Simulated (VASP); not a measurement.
# C (I4_1/amd) in VASP: notebook

Runs on C. Level: r2SCAN. Tasks: single point.

All numbers are computed with VASP 6.6.1; they aren't measurements. Logs are shortened: lines on timing, memory, paths and dates and some standing lists are left out, and cuts for length are marked.

## Step 1: The cell of the first run

Symmetry: I4_1/amd, No. 141, tetragonal system. The conventional cell has a = 2.443 Å, b = 2.443 Å, c = 3.801 Å, α = 90.00°, β = 90.00°, γ = 90.00°. Within 2.1 Å of C (site symmetry -4m2) lie 4 C at 1.55 Å.

## Step 2: Single point, r2SCAN

POSCAR

```
C
1.0
    0.0000000000      1.7276318446      1.9003950290
    1.7276318446      0.0000000000      1.9003950290
    1.7276318446      1.7276318446      0.0000000000
C
2
Direct
    0.5000000000      0.5000000000      0.5000000000
    0.7500000000      0.7500000000      0.7500000000
```

INCAR.step1

```
PREC = Accurate ; ENCUT = 520
ISMEAR = 0 ; SIGMA = 0.05
LREAL = F ; LASPH = T
NELM = 100 ; NBANDS = 11
GGA = PE ; ALGO = Normal
EDIFF = 1E-4 ; LWAVE = T
LCHARG = F
```

INCAR.step2

```
PREC = Accurate ; ENCUT = 520
EDIFF = 1E-7 ; ISMEAR = 0
SIGMA = 0.05 ; LREAL = F
LASPH = T ; NELM = 100
ALGO = Normal ; ISIF = 2
LWAVE = F ; LCHARG = F
METAGGA = R2SCAN ; LMIXTAU = T
NBANDS = 11 ; ISTART = 1
```

KPOINTS

```
Automatic mesh
0
Gamma
  12 12 12
```

Potentials or basis: VASP PAW PBE potentials, release 64 (C).

The run is started by

```console
$ cat potpaw_PBE.64/C/POTCAR > POTCAR
$ cp INCAR.step1 INCAR
$ mpirun -np 1 vasp_std > vasp.out
$ cp INCAR.step2 INCAR
$ mpirun -np 1 vasp_std > vasp.out
```

OUTCAR:

```text
PREC = Accurate
   ENCUT = 520
   EDIFF = 1E-7
   ISMEAR = 0
   LREAL = F
   LASPH = T
   NELM = 100
   ISIF = 2
   METAGGA = R2SCAN
   ISTART = 1

 ion  position               nearest neighbor table
   1  0.500  0.500  0.500-   2 1.55   2 1.55   2 1.55   2 1.55
   2  0.750  0.750  0.750-   1 1.55   1 1.55   1 1.55   1 1.55

  LATTYP: Found a body centered tetragonal cell.
 ALAT       =     2.4432403854
 C/A-ratio  =     1.5556349186

  Lattice vectors:

 A1 = (  -1.7276318446,   0.0000000000,   1.9003950290)
 A2 = (   1.7276318446,   0.0000000000,   1.9003950290)
 A3 = (   0.0000000000,   1.7276318446,  -1.9003950290)

Analysis of symmetry for initial positions (statically):
=====================================================================
 Subroutine PRICEL returns:
 Original cell was already a primitive cell.

 Routine SETGRP: Setting up the symmetry group for a
 body centered tetragonal supercell.

 Subroutine GETGRP returns: Found 16 space group operations
 (whereof  8 operations were pure point group operations)
 out of a pool of 16 trial point group operations.

The static configuration has the point symmetry D_2d.
 The point group associated with its full space group is D_4h.

Analysis of symmetry for dynamics (positions and initial velocities):
=====================================================================
 Subroutine PRICEL returns:
 Original cell was already a primitive cell.

 Routine SETGRP: Setting up the symmetry group for a
 body centered tetragonal supercell.

 Subroutine GETGRP returns: Found 16 space group operations
 (whereof  8 operations were pure point group operations)
 out of a pool of 16 trial point group operations.

The dynamic configuration has the point symmetry D_2d.
 The point group associated with its full space group is D_4h.

 Subroutine INISYM returns: Found 16 space group operations
 (whereof  8 operations are pure point group operations),
 and found     1 'primitive' translations

----------------------------------------------------------------------------------------

                                     Primitive cell

  volume of cell :      11.3443

  direct lattice vectors                    reciprocal lattice vectors
     0.000000000  1.727631845  1.900395029    -0.289413512  0.289413512  0.263103193
     1.727631845  0.000000000  1.900395029     0.289413512 -0.289413512  0.263103193
     1.727631845  1.727631845  0.000000000     0.289413512  0.289413512 -0.263103193

  length of vectors
     2.568309377  2.568309377  2.443240385     0.486563102  0.486563102  0.486563102

  position of ions in fractional coordinates (direct lattice)
     0.500000000  0.500000000  0.500000000
     0.750000000  0.750000000  0.750000000

  ion indices of the primitive-cell ions
   primitive index   ion index
                 1           1
                 2           2

----------------------------------------------------------------------------------------

 KPOINTS: Automatic mesh

Automatic generation of k-mesh.
 Grid dimensions read from file:
 generate k-points for:   12   12   12

 Generating k-lattice:

  Cartesian coordinates                     Fractional coordinates (reciprocal lattice)
    -0.024117793  0.024117793  0.021925266     0.083333333 -0.000000000  0.000000000
     0.024117793 -0.024117793  0.021925266    -0.000000000  0.083333333  0.000000000
     0.024117793  0.024117793 -0.021925266     0.000000000  0.000000000  0.083333333

  Length of vectors
     0.040546925  0.040546925  0.040546925

  Shift w.r.t. Gamma in fractional coordinates (k-lattice)
     0.000000000  0.000000000  0.000000000

 Subroutine IBZKPT returns following result:
 ===========================================

 Found    163 irreducible k-points:

 Following reciprocal coordinates:
            Coordinates               Weight
  0.000000  0.000000  0.000000      1.000000
  0.083333  0.000000  0.000000      8.000000
  0.166667  0.000000  0.000000      8.000000
  0.250000  0.000000  0.000000      8.000000
  0.333333  0.000000  0.000000      8.000000
  0.416667 -0.000000  0.000000      8.000000
[... 16 lines left out ...]
  0.500000  0.166667  0.000000      8.000000
 -0.416667  0.166667  0.000000      8.000000
 [... further k-points ...]
   k-points           NKPTS =    163   k-points in BZ     NKDIM =    163   number of bands    NBANDS=     11
   number of dos      NEDOS =    301   number of ions     NIONS =      2
   total plane-waves  NPLWV =   7200
   dimension x,y,z NGX =    20 NGY =   20 NGZ =   18
   dimension x,y,z NGXF=    40 NGYF=   40 NGZF=   36
   ions per type =               2
   NGX,Y,Z   is equivalent  to a cutoff of  12.95, 12.95, 12.25 a.u.
   NGXF,Y,Z  is equivalent  to a cutoff of  25.89, 25.89, 24.50 a.u.
 SYSTEM =  unknown system
   PREC   = accura    normal or accurate (medium, high low for compatibility)
   ISTART =      1    job   : 0-new  1-cont  2-samecut
   ICHARG =      0    charge: 1-file 2-atom 10-const
   ISPIN  =      1    spin polarized calculation?
   LNONCOLLINEAR =      F non collinear calculations
   LSORBIT =      F    spin-orbit coupling
   LASPH  =      T    aspherical Exc in radial PAW
   ENCUT  =  520.0 eV  38.22 Ry    6.18 a.u.   4.78  4.78  4.54*2*pi/ulx,y,z
   NELM   =    100;   NELMIN=  2; NELMDL=  0     # of ELM steps
   EDIFF  = 0.1E-06   stopping-criterion for ELM
   LREAL  =      F    real-space projection
   EDIFFG = 0.1E-05   stopping-criterion for IOM
   NSW    =      0    number of steps for IOM
   IBRION =     -1    ionic relax: 0-MD 1-quasi-New 2-CG
   NFREE  =      0    steps in history (QN), initial steepest desc. (CG)
   ISIF   =      2    stress and relaxation
   ISYM   =      2    0-nonsym 1-usesym 2-fastsym
   POTIM  = 0.5000    time-step for ionic-motion
   TEBEG  =    0.0;   TEEND  =   0.0 temperature during run
   PSTRESS=    0.0 pullay stress
   NELECT =       8.0000    total number of electrons
   NUPDOWN=      -1.0000    fix difference up-down
   EMIN   =  10.00;   EMAX   =-10.00  energy-range for DOS
   EFERMI =   0.00;   METHOD = LEGACY
   ISMEAR =     0;   SIGMA  =   0.05  broadening in eV -4-tet -1-fermi 0-gaus
   EFERMI_NEDOS =   21; number of points for ismear=-14 and -15
   IALGO  =     38    algorithm
   IMIX   =      4    mixing-type and parameters
     AMIX     =   0.40;   BMIX     =  1.00
     AMIX_MAG =   1.60;   BMIX_MAG =  1.00
  volume/ion in A,a.u.               =       5.67        38.28
  Fermi-wavevector in a.u.,A,eV,Ry     =   1.457178  2.753668 28.890189  2.123369
  Thomas-Fermi vector in A             =   2.574010
   LORBIT       =      0    0 simple, 1 ext, 2 COOP (PROOUT), +10 PAW based schemes
   METAGGA = R2SCAN    functional components
   LHFCALC =     F    Hartree Fock is set to
   AEXX    =    0.0000 exact exchange contribution
   IVDW    =     0    specifies the selected vdW correction
   LEPSILON=     F    determine dielectric tensor
   LRPA    =     F    only Hartree local field effects (RPA)
 non-spin polarized calculation
 Gauss-broadening in eV      SIGMA  =   0.05
  energy-cutoff  :      520.00
  volume of cell :       11.34
 maximum number of plane-waves:       336
   NGX =  9   NGY =  9   NGZ =  9

 number of electron       8.0000000 magnetization

 Free energy of the ion-electron system (eV)
  ---------------------------------------------------
  ext. energy  EPLUGINS =         0.00000000
  ---------------------------------------------------
  free energy    TOTEN  =       -19.43284454 eV

  energy without entropy =      -19.43284454  energy(sigma->0) =      -19.43284454

 E-fermi :  10.4967     XC(G=0): -14.2670

 val. band max:       10.2841274694   @ k =   0.0000   0.0000   0.0000
 cond. band min:      13.3736372611   @ k =   0.3333   0.0000   0.3333
 fundamental gap:      3.0895097917
 Fermi energy:        10.4967040884

 k-point     1 :       0.0000    0.0000    0.0000
  band No.  band energies     occupation
      1     -12.9653      2.00000
      2       8.6162      2.00000
      3      10.2841      2.00000
      4      10.2841      2.00000
      5      15.2288      0.00000
      6      15.2288      0.00000
      7      16.5017      0.00000
      8      23.3023      0.00000
      9      30.2291      0.00000
     10      33.8505      0.00000
     11      35.4885      0.00000

 k-point     2 :       0.0833    0.0000    0.0000
  band No.  band energies     occupation
      1     -12.7634      2.00000
      2       7.9230      2.00000
      3       9.3134      2.00000
      4       9.9651      2.00000
      5      15.6707      0.00000
      6      15.7014      0.00000
      7      17.1948      0.00000
      8      23.5148      0.00000
      9      30.5671      0.00000
     10      32.4232      0.00000
     11      37.0619      0.00000

 k-point     3 :       0.1667    0.0000    0.0000
  band No.  band energies     occupation
      1     -12.1603      2.00000
      2       5.6591      2.00000
      3       8.0930      2.00000
      4       9.2991      2.00000
      5      16.3067      0.00000
      6      16.7551      0.00000
      7      18.4600      0.00000
      8      24.1403      0.00000
      9      30.9099      0.00000
     10      31.9111      0.00000
     11      34.9437      0.00000

 k-point     4 :       0.2500    0.0000    0.0000
  band No.  band energies     occupation
      1     -11.1655      2.00000
      2       2.7466      2.00000
      3       7.1514      2.00000
      4       8.6404      2.00000
      5      16.6628      0.00000
      6      17.8322      0.00000
      7      19.4680      0.00000
      8      25.0331      0.00000
      9      30.9088      0.00000
     10      32.8580      0.00000
     11      33.9756      0.00000
[... 239 lines left out ...]
 k-point    22 :       0.4167    0.1667    0.0000
  band No.  band energies     occupation
      1      -8.8971      2.00000
      2      -0.3485      2.00000
      3       4.1371      2.00000
      4       6.3594      2.00000
      5      17.7917      0.00000
      6      20.7153      0.00000
      7      21.4434      0.00000
      8      24.3277      0.00000
      9      31.5224      0.00000
     10      32.1110      0.00000
     11      38.5632      0.00000

 k-point    23 :       0.5000    0.1667    0.0000
  band No.  band energies     occupation
      1      -7.2612      2.00000
      2      -2.6823      2.00000
      3       3.3464      2.00000
      4       6.5177      2.00000
      5      18.1719      0.00000
      6      20.7453      0.00000
      7      21.2253      0.00000
      8      25.9269      0.00000
      9      30.9358      0.00000
     10      33.9419      0.00000
     11      37.6418      0.00000

 k-point    24 :      -0.4167    0.1667    0.0000
  band No.  band energies     occupation
      1      -6.4518      2.00000
      2      -3.6382      2.00000
      3       2.9116      2.00000
      4       6.9548      2.00000
      5      18.6576      0.00000
      6      20.6367      0.00000
      7      20.6496      0.00000
      8      26.1851      0.00000
      9      31.0798      0.00000
     10      35.2165      0.00000
     11      35.2288      0.00000

 [... further k-points ...]
[... 5 lines left out ...]
  --------------------------------------------------------------------------------------
  -------------------------------------------------------------------------------------
  Total        2.3592210      2.3592210     -4.9158870      0.0000000     -0.0000000      0.0000000
  in kB      333.1984121    333.1984121   -694.2824580      0.0000000     -0.0000000      0.0000000
  external PRESSURE =      -9.2952112 kB  Pullay stress =       0.0000000 kB

 VOLUME and BASIS-vectors are now :
 -----------------------------------------------------------------------------
  energy-cutoff  :      520.00
  volume of cell :       11.34
      direct lattice vectors                 reciprocal lattice vectors
     0.000000000  1.727631845  1.900395029    -0.289413512  0.289413512  0.263103193
     1.727631845  0.000000000  1.900395029     0.289413512 -0.289413512  0.263103193
     1.727631845  1.727631845  0.000000000     0.289413512  0.289413512 -0.263103193

 POSITION                                       TOTAL-FORCE (eV/Angst)
 -----------------------------------------------------------------------------------
      1.72763      1.72763      1.90040        -0.000000     -0.000000      0.000000
      2.59145      2.59145      2.85059         0.000000      0.000000     -0.000000
 -----------------------------------------------------------------------------------
    total drift:                                0.000000     -0.000000      0.000000

  FREE ENERGIE OF THE ION-ELECTRON SYSTEM (eV)
  ---------------------------------------------------
  free  energy   TOTEN  =       -19.4328445385 eV

  energy  without entropy=      -19.4328445385  energy(sigma->0) =      -19.43284454
```

Wall time 80 s (1 thread of Intel Xeon Platinum 8375C at 2.90GHz (Ice Lake), shared host); peak memory 0.13 GiB.

Results:

| Property | Result |
| --- | --- |
| Free energy | -19.4328 eV |
| Pressure | -0.9 GPa |
| Band gap on the k mesh | 3.09 eV, indirect (least direct gap 4.94 eV) |

Levels at points of the mesh, in eV from the valence-band top:
| k point | band 1 | band 2 | band 3 | band 4 | band 5 | band 6 | band 7 | band 8 | band 9 |
| --- | --- | --- | --- | --- | --- | --- | --- | --- | --- |
| (0.00, 0.00, 0.00) | -23.25 | -1.67 | 0.00 | 0.00 | 4.94 | 4.94 | 6.22 | 13.02 | 19.95 |
| (0.50, 0.00, 0.00) | -17.27 | -14.57 | -4.46 | -2.56 | 6.33 | 8.71 | 10.15 | 16.20 | 22.41 |
| (0.50, 0.50, 0.00) | -15.11 | -15.11 | -6.18 | -6.18 | 6.04 | 6.04 | 16.85 | 16.85 | 22.96 |
| (0.50, 0.00, 0.50) | -13.61 | -13.61 | -7.62 | -7.62 | 3.73 | 3.73 | 16.97 | 16.97 | 24.00 |

Caveat: the PAW data sets were made with another functional, which shifts forces and pressure a little. A k mesh can miss the band edges.

## Step 3: Single point, r2SCAN

This run uses another cell than the first one, of the same volume but with other edges.

POSCAR

```
C
1.0
    0.0000000000      1.8078331732      1.7355198462
    1.8078331732      0.0000000000      1.7355198462
    1.8078331732      1.8078331732      0.0000000000
C
2
Direct
    0.5000000000      0.5000000000      0.5000000000
    0.7500000000      0.7500000000      0.7500000000
```

INCAR.step1

```
SYSTEM = C
ALGO = Normal ; EDIFF = 1E-4
ENCUT = 520 ; GGA = PE
ISMEAR = 0 ; LASPH = .True.
LCHARG = .False. ; LREAL = .False.
LWAVE = .True. ; NBANDS = 11
NELM = 80 ; PREC = Accurate
SIGMA = 0.05
```

INCAR.step2

```
SYSTEM = C
ALGO = Normal ; EDIFF = 1E-7
ENCUT = 520 ; ISIF = 2
ISMEAR = 0 ; ISTART = 1
LASPH = .True. ; LCHARG = .False.
LMIXTAU = .True. ; LREAL = .False.
LWAVE = .False. ; METAGGA = R2SCAN
NBANDS = 11 ; NELM = 80
PREC = Accurate ; SIGMA = 0.05
```

KPOINTS

```
k-points
0
Gamma
  12 12 12
  0 0 0
```

Potentials or basis: VASP PAW PBE potentials, release 64 (C).

The run is started by

```console
$ cat potpaw_PBE.64/C/POTCAR > POTCAR
$ cp INCAR.step1 INCAR
$ mpirun -np 1 vasp_std > vasp.out
$ cp INCAR.step2 INCAR
$ mpirun -np 1 vasp_std > vasp.out
```

Run time: 1.7 min. Hardware: 1 thread of Intel Xeon Platinum 8375C at 2.90GHz (Ice Lake), shared host; peak memory 0.13 GiB.

Results (log left out):

- Free energy: -19.6197 eV
- Pressure: -1.3 GPa
- Band gap on the k mesh: 3.27 eV, indirect (least direct gap 5.08 eV)

Stress tensor (GPa, compression positive):
```
-14.11   0.00   0.00
  0.00 -14.11   0.00
  0.00   0.00  24.34
```

Levels at points of the mesh, in eV from the valence-band top:
| k point | band 1 | band 2 | band 3 | band 4 | band 5 | band 6 | band 7 | band 8 |
| --- | --- | --- | --- | --- | --- | --- | --- | --- |
| (0.00, 0.00, 0.00) | -23.10 | -0.62 | -0.62 | 0.00 | 5.08 | 5.62 | 5.62 | 13.38 |
| (0.50, 0.00, 0.00) | -17.15 | -14.45 | -3.76 | -3.02 | 7.90 | 8.28 | 9.45 | 16.31 |
| (0.50, 0.50, 0.00) | -13.55 | -13.55 | -7.47 | -7.47 | 3.93 | 3.93 | 17.60 | 17.60 |
| (0.50, 0.00, 0.50) | -14.21 | -14.21 | -6.84 | -6.84 | 4.94 | 4.94 | 17.30 | 17.30 |

Caveat: the PAW data sets were made with another functional, which shifts forces and pressure a little.

## Step 4: Single point, r2SCAN

POSCAR

```
C
1.0
    0.0000000000      1.7546304530      1.8423619757
    1.7546304530      0.0000000000      1.8423619757
    1.7546304530      1.7546304530      0.0000000000
C
2
Direct
    0.5000000000      0.5000000000      0.5000000000
    0.7500000000      0.7500000000      0.7500000000
```

INCAR.step1

```
SYSTEM = C
PREC = Accurate ; ENCUT = 520
ISMEAR = 0 ; SIGMA = 0.05
LREAL = .False. ; LASPH = .True.
NELM = 60 ; NBANDS = 11
GGA = PE ; ALGO = Normal
EDIFF = 1E-4 ; LWAVE = .True.
LCHARG = .False.
```

INCAR.step2

```
SYSTEM = C
PREC = Accurate ; ENCUT = 520
EDIFF = 1E-6 ; ISMEAR = 0
SIGMA = 0.05 ; LREAL = .False.
LASPH = .True. ; NELM = 60
ALGO = Normal ; ISIF = 2
LWAVE = .False. ; LCHARG = .False.
METAGGA = R2SCAN ; LMIXTAU = .True.
NBANDS = 11 ; ISTART = 1
```

KPOINTS

```
Automatic mesh
0
Gamma
  12 12 12
  0 0 0
```

The run is started by

```console
$ cat potpaw_PBE.64/C/POTCAR > POTCAR
$ cp INCAR.step1 INCAR
$ mpirun -np 1 vasp_std > vasp.out
$ cp INCAR.step2 INCAR
$ mpirun -np 1 vasp_std > vasp.out
```

Wall time 87 s (1 thread of Intel Xeon Platinum 8375C at 2.90GHz (Ice Lake), shared host); peak memory 0.13 GiB.

It converged, with:

```
Free energy            : -19.6002 eV
Pressure               : -1.3 GPa
Band gap on the k mesh : 3.70 eV, indirect (least direct gap 5.37 eV)
```

Stress tensor (GPa, compression positive):
```
 15.55   0.00   0.00
  0.00  15.55   0.00
  0.00   0.00 -34.86
```

Levels at points of the mesh, in eV from the valence-band top:
```csv
k point,band 2,band 3,band 4,band 5,band 6,band 7
"(0.00, 0.00, 0.00)",-0.81,0.00,0.00,5.37,5.37,6.02
"(0.50, 0.00, 0.00)",-14.31,-3.72,-2.77,7.64,8.81,9.61
"(0.50, 0.50, 0.00)",-14.36,-6.41,-6.41,5.54,5.54,17.39
"(0.50, 0.00, 0.50)",-13.59,-7.16,-7.16,4.35,4.35,17.56
```

Caveat: the PAW data sets were made with another functional, which shifts forces and pressure a little.

## Step 5: Overview

| cell | gap on the mesh (eV) | pressure (GPa) |
| --- | --- | --- |
| a = 2.568, b = 2.568, c = 2.443 Å, angles 61.6, 61.6, 56.8°, 2 atoms | 3.09 | -0.9 |
| a = 2.506, b = 2.506, c = 2.557 Å, angles 59.3, 59.3, 61.3°, 2 atoms | 3.27 | -1.3 |
| a = 2.544, b = 2.544, c = 2.481 Å, angles 60.8, 60.8, 58.4°, 2 atoms | 3.70 | -1.3 |

Alike in all rows: task single point; level r2SCAN; potentials or basis VASP PAW PBE potentials, release 64 (C); no spin polarisation; k mesh 12 × 12 × 12; cutoff (eV) 520; smearing gaussian 0.05 eV.

Caveats: the PAW data sets were made with another functional, which shifts forces and pressure a little.

Total energies depend on the potentials used, so only differences within one code and one set of settings carry meaning.
